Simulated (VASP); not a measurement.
# LiH (Pm-3m) in VASP: further runs, part 2 of 2

VASP 6.6.1. The steps go on from the part before.

## 4. Relaxation of cell and atoms, PBE

INCAR reads:

```
SYSTEM = LiH
  ALGO = Normal
  EDIFF = 1E-7
  EDIFFG = -0.01
  ENCUT = 600
  GGA = PE
  IBRION = 2
  ISIF = 3
  ISMEAR = 0
  LASPH = .TRUE.
  LCHARG = .FALSE.
  LREAL = .FALSE.
  LWAVE = .FALSE.
  NELM = 60
  NSW = 100
  PREC = Accurate
  SIGMA = 0.02
```

KPOINTS reads:

```
k-points
0
G
  10 10 10
  0 0 0
```

POSCAR reads:

```
LiH
1.0
    2.5148990303      0.0000000000      0.0000000000
    0.0000000000      2.5148990303      0.0000000000
    0.0000000000      0.0000000000      2.5148990303
Li H
1 1
Direct
    0.0000000000      0.0000000000      0.0000000000
    0.5000000000      0.5000000000      0.5000000000
```

Potentials or basis: VASP PAW PBE potentials, release 64 (Li_sv, H).

On the command line:

```console
$ cat potpaw_PBE.64/Li_sv/POTCAR potpaw_PBE.64/H/POTCAR > POTCAR
$ mpirun -np 1 vasp_std > vasp.out
```

OUTCAR:

```text
SYSTEM = LiH
   EDIFF = 1E-7
   EDIFFG = -0.01
   ENCUT = 600
   GGA = PE
   IBRION = 2
   ISIF = 3
   ISMEAR = 0
   LASPH = .TRUE.
   LREAL = .FALSE.
   NELM = 60
   NSW = 100
   PREC = Accurate

 ion  position               nearest neighbor table
   1  0.000  0.000  0.000-
   2  0.500  0.500  0.500-

  LATTYP: Found a simple cubic cell.
 ALAT       =     2.5148990303

  Lattice vectors:

 A1 = (   2.5148990303,   0.0000000000,   0.0000000000)
 A2 = (   0.0000000000,   2.5148990303,   0.0000000000)
 A3 = (   0.0000000000,   0.0000000000,   2.5148990303)

Analysis of symmetry for initial positions (statically):
=====================================================================
 Subroutine PRICEL returns:
 Original cell was already a primitive cell.

 Routine SETGRP: Setting up the symmetry group for a
 simple cubic supercell.

 Subroutine GETGRP returns: Found 48 space group operations
 (whereof 48 operations were pure point group operations)
 out of a pool of 48 trial point group operations.

The static configuration has the point symmetry O_h .

Analysis of symmetry for dynamics (positions and initial velocities):
=====================================================================
 Subroutine PRICEL returns:
 Original cell was already a primitive cell.

 Routine SETGRP: Setting up the symmetry group for a
 simple cubic supercell.

 Subroutine GETGRP returns: Found 48 space group operations
 (whereof 48 operations were pure point group operations)
 out of a pool of 48 trial point group operations.

The dynamic configuration has the point symmetry O_h .

 Subroutine INISYM returns: Found 48 space group operations
 (whereof 48 operations are pure point group operations),
 and found     1 'primitive' translations

----------------------------------------------------------------------------------------
[... 123 lines left out ...]
   LRPA    =     F    only Hartree local field effects (RPA)
 conjugate gradient relaxation of ions
 non-spin polarized calculation
 Gauss-broadening in eV      SIGMA  =   0.02
  energy-cutoff  :      600.00
  volume of cell :       15.91
 maximum number of plane-waves:       552
   NGX = 11   NGY = 11   NGZ = 11

--------------------------------------- Ionic step        1  -------------------------------------------

 number of electron       4.0000012 magnetization

 Free energy of the ion-electron system (eV)
  ---------------------------------------------------
  ext. energy  EPLUGINS =         0.00000000
  ---------------------------------------------------
  free energy    TOTEN  =        -5.65958904 eV

  energy without entropy =       -5.65958904  energy(sigma->0) =       -5.65958904

------------------------ aborting loop because EDIFF is reached ----------------------------------------

  FORCE on cell =-STRESS in cart. coord.  units (eV):
  Direction    XX          YY          ZZ          XY          YZ          ZX
  --------------------------------------------------------------------------------------
  -------------------------------------------------------------------------------------
  Total       -0.0508744     -0.0508744     -0.0508744      0.0000000      0.0000000     -0.0000000
  in kB       -5.1244569     -5.1244569     -5.1244569      0.0000000      0.0000000     -0.0000000
  external PRESSURE =      -5.1244569 kB  Pullay stress =       0.0000000 kB
[... 59 lines left out ...]
--------------------------------------- Ionic step        3  -------------------------------------------

 number of electron       4.0000011 magnetization

 Free energy of the ion-electron system (eV)
  ---------------------------------------------------
  ext. energy  EPLUGINS =         0.00000000
  ---------------------------------------------------
  free energy    TOTEN  =        -5.65996156 eV

  energy without entropy =       -5.65996156  energy(sigma->0) =       -5.65996156

 E-fermi :   3.8462     XC(G=0):  -8.6563

 val. band max:        3.5403538405   @ k =   0.5000   0.5000   0.5000
 cond. band min:       4.2706727083   @ k =   0.5000   0.0000   0.0000
 fundamental gap:      0.7303188678
 Fermi energy:         3.8461868740

 k-point     1 :       0.0000    0.0000    0.0000
  band No.  band energies     occupation
      1     -44.5744      2.00000
      2      -5.2871      2.00000
      3      15.4998      0.00000
      4      15.4998      0.00000
      5      15.4998      0.00000
      6      16.0857      0.00000
[... 199 lines left out ...]
 k-point    24 :       0.3000    0.1000    0.1000
  band No.  band energies     occupation
      1     -44.5302      2.00000
      2      -3.6845      2.00000
      3       7.0875      0.00000
      4      13.4611      0.00000
      5      14.5867      0.00000
      6      19.2031      0.00000

 [... further k-points ...]

------------------------ aborting loop because EDIFF is reached ----------------------------------------

  FORCE on cell =-STRESS in cart. coord.  units (eV):
  Direction    XX          YY          ZZ          XY          YZ          ZX
  --------------------------------------------------------------------------------------
  -------------------------------------------------------------------------------------
  Total       -0.0003313     -0.0003313     -0.0003313     -0.0000000     -0.0000000      0.0000000
  in kB       -0.0338668     -0.0338668     -0.0338668     -0.0000000     -0.0000000      0.0000000
  external PRESSURE =      -0.0338668 kB  Pullay stress =       0.0000000 kB
[... 17 lines left out ...]
  FREE ENERGIE OF THE ION-ELECTRON SYSTEM (eV)
  ---------------------------------------------------
  free  energy   TOTEN  =        -5.6599615624 eV

  energy  without entropy=       -5.6599615624  energy(sigma->0) =       -5.65996156

 reached required accuracy - stopping structural energy minimisation
```

CONTCAR:

```text
LiH
   1.00000000000000
     2.5026140691667713    0.0000000000000000   -0.0000000000000000
     0.0000000000000000    2.5026140691667713   -0.0000000000000000
     0.0000000000000000    0.0000000000000000    2.5026140691667713
  Li              H
     1     1
Direct
     0.0000000000000000    0.0000000000000000    0.0000000000000000
     0.5000000000000000    0.5000000000000000    0.5000000000000000

  0.00000000E+00  0.00000000E+00  0.00000000E+00
  0.00000000E+00  0.00000000E+00  0.00000000E+00
```

Wall time 16 s (1 thread of Intel Xeon 8259CL, shared host); peak memory 0.12 GiB.

Results:

| Item | Value |
| --- | --- |
| Free energy | -5.6600 eV |
| Relaxed volume | 7.84 Å³/atom |
| Relaxed cell | a = 2.503 Å, b = 2.503 Å, c = 2.503 Å, α = 90.00°, β = 90.00°, γ = 90.00° |
| Space group after relaxing (to 0.05 Å) | Pm-3m (No. 221) |
| Energy gained by relaxing | 0.2 meV/atom |
| Ionic steps | 3 |
| Pressure after relaxing | 0.0 GPa |
| Band gap on the k mesh | 0.73 eV, indirect (least direct gap 4.21 eV) |

Step by step:
```tsv
step	energy change (eV)	largest force (eV/Å)	pressure (GPa)	volume (Å³)
1	0.0000	0.0000	-0.51	15.91
2	-0.0002	0.0000	-0.39	15.85
3	-0.0004	0.0000	0.00	15.67
```

Final structure:
```
Li H
1.0
     2.50261    0.00000    0.00000
     0.00000    2.50261    0.00000
     0.00000    0.00000    2.50261
Li H
1 1
Direct
  0.00000 0.00000 0.00000
  0.50000 0.50000 0.50000
```

Caveat: the cutoff is under 1.25 times the usual one of these potentials, so pressure, stress and relaxed cells hold a basis-set (Pulay) error.

## 5. The runs side by side

| task | cell | k mesh | cutoff (eV) | smearing | gap on the mesh (eV) |
| --- | --- | --- | --- | --- | --- |
| single point | a = 2.515 Å, 2 atoms | 6 × 6 × 6 | 520 | gaussian 0.1 eV | 0.72 |
| single point | a = 2.507 Å, 2 atoms | 10 × 10 × 10 | 520 | gaussian 0.02 eV | 0.73 |
| relaxation of cell and atoms | relaxed from a = 2.515 Å, 2 atoms | 10 × 10 × 10 | 600 | gaussian 0.02 eV | 0.73 |

Alike in all rows: level PBE; potentials or basis VASP PAW PBE potentials, release 64 (Li_sv, H); no spin polarisation.

Caveats: the cutoff is under 1.25 times the usual one of these potentials, so pressure, stress and relaxed cells hold a basis-set (Pulay) error.

Absolute energies hang on the potentials; compare differences alone.
